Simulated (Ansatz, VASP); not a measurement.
Al3BAs2: VASP beside Ansatz

```
Al B As
1.0
     3.18135    1.83675    2.91202
    -3.18135    1.83675    2.91202
     0.00000   -3.67351    2.91202
Al B As
3 1 2
Cartesian
  -1.5907 0.9184 1.4560
  1.5907 0.9184 1.4560
  0.0000 -1.8368 1.4560
  0.0000 0.0000 0.0000
  0.0000 0.0000 5.5542
  0.0000 0.0000 3.1818
```

Change from the starting cell: species swapped into the Tb2FeCo3 type (R-3m, No. 166).

Alike in both runs: functional PBE; k mesh 6 × 6 × 6; occupations gaussian, width 0.1 eV; no spin polarisation.

Ansatz relaxed the structure, and its values are those at the end. VASP's run is a single point on that final structure, the one shown.

```csv
,VASP,Ansatz
version,VASP 6.6.1,Ansatz 0.2.0
potentials or method,"VASP PAW PBE potentials, release 64 (Al, B, As_d), cutoff 600 eV","scalar-relativistic, plane waves, PAW"
valence electrons in the cell,42,42
```

|  | VASP | Ansatz | Ansatz less VASP |
| --- | --- | --- | --- |
| gap on the k mesh at the Fermi level (eV) | none | none | - |
| pressure (GPa) | 0.0 | 0.0 | +0.01 |
| rms of the force components (eV/Å) | 0.003 | 0.003 | -0.0004 |

A gap of «none» marks a metal or a gap that the smearing closes.
